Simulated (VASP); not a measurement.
Input of a VASP 6.6.1 run:

File INCAR:

```
SYSTEM = Te2Mo
PREC = Accurate ; ENCUT = 520
EDIFF = 1E-6 ; ISMEAR = 0
SIGMA = 0.05 ; LREAL = .FALSE.
LASPH = .TRUE. ; NELM = 60
ALGO = Normal ; ISIF = 2
LWAVE = .FALSE. ; LCHARG = .FALSE.
GGA = CA ; NBANDS = 20
```

KPOINTS

```
Automatic mesh
0
G
  12 12 2
  0 0 0
```

File POSCAR:

```
Te2Mo
1.0
    3.4178235014      0.0000000000      0.0000000000
   -1.7089117507      2.9599219779      0.0000000000
    0.0000000000      0.0000000000     16.8230955072
Te Mo
2 1
Direct
    0.3333333333      0.6666666667      0.8978554500
    0.3333333333      0.6666666667      0.1021445500
    0.0000000000      0.0000000000      0.0000000000
```

Potentials or basis: VASP PAW LDA potentials, release 64 (Te, Mo_sv).

Command:

```console
$ cat potpaw_LDA.64/Te/POTCAR potpaw_LDA.64/Mo_sv/POTCAR > POTCAR
$ mpirun -np 1 vasp_std > vasp.out
```

Estimate the largest force.

1.672 eV/Å.

Estimate the band gap on the k mesh.

1.25 eV.

Forces on the atoms (eV/Å):
```
Te   0.000  0.000 -1.672
Te   0.000  0.000  1.672
Mo   0.000  0.000  0.000
```

Caveat: the cell differs from its parent crystal (strain -0.040 along x and y, -0.040 along z); spin-orbit coupling is left out, which moves the levels of the heavy elements.
